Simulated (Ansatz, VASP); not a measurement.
# H2CO2 in VASP and in Ansatz

```
CELL_PARAMETERS angstrom
6.06863 0.00000 0.00000
0.00000 6.06863 0.00000
0.00000 0.00000 27.33185
ATOMIC_POSITIONS crystal
O 0.76370 0.23892 0.63248
O 0.01729 0.98206 0.61131
C 0.91220 0.08841 0.64185
H 0.75006 0.25218 0.59408
H 0.93799 0.06176 0.68139
```

Alike in both runs: task single point; functional PBE; dispersion D3(BJ); k mesh 3 × 3 × 1; occupations gaussian, width 0.1 eV; no spin polarisation.

```csv
,VASP,Ansatz
version,VASP 6.6.1,Ansatz 0.2.0
potentials or method,"VASP PAW PBE potentials, release 64 (O_h, C_h, H_h), cutoff 910 eV","scalar-relativistic, plane waves, PAW"
valence electrons in the cell,18,18
```

```tsv
	VASP	Ansatz	Ansatz less VASP
gap on the k mesh at the Fermi level (eV)	5.18	5.17	-0.008
rms of the force components (eV/Å)	1.296	1.296	+0.0003
```

Noted on VASP's run: the cutoff is short for stress, so the pressure is rough.
